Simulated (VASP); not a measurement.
Wanted: the native input for a VASP 6.6.1 run.

* Task: single point
* Functional: LDA
* Potentials or basis: VASP PAW LDA potentials, release 64 (K_sv, I)
* Cutoff: 520 eV
* k mesh: 6 × 6 × 6
* Occupations: gaussian, width 0.01 eV
* Spin: no spin polarisation
* Dipole correction: no
* Further INCAR settings: ALGO = Normal; EDIFF = 1e-06; NBANDS = 15

The structure of KI lies in POSCAR:

```
KI
1.0
    0.0000000000      2.8616202782      2.8616202782
    2.8616202782      0.0000000000      2.8616202782
    2.8616202782      2.8616202782      0.0000000000
K I
1 1
Direct
    0.0000000000      0.0000000000      0.0000000000
    0.5000000000      0.5000000000      0.5000000000
```

One way to write it, as run:

INCAR

```
SYSTEM = KI
  PREC = Accurate
  ENCUT = 520
  EDIFF = 1E-6
  ISMEAR = 0
  SIGMA = 0.01
  LREAL = .FALSE.
  LASPH = .TRUE.
  NELM = 80
  ALGO = Normal
  ISIF = 2
  LWAVE = .FALSE.
  LCHARG = .TRUE.
  LELF = .TRUE.
  LVHAR = .TRUE.
  NBANDS = 15
```

KPOINTS

```
regular mesh
0
G
  6 6 6
  0 0 0
```

Potentials or basis: VASP PAW LDA potentials, release 64 (K_sv, I).

Launch:

```console
$ cat potpaw_LDA.64/K_sv/POTCAR potpaw_LDA.64/I/POTCAR > POTCAR
$ mpirun -np 1 vasp_std > vasp.out
```

Results of the run:

```yaml
Pressure: 30.6 GPa
Band_gap_on_the_k_mesh: 2.48 eV, indirect (least direct gap 3.24 eV)
```

Caveat: spin-orbit coupling is left out, which moves the levels of the heavy elements.

It took 6.8 s on 1 thread of AMD EPYC 9R45 96-Core Processor (Zen 5), on a shared host, peak memory 0.12 GiB.
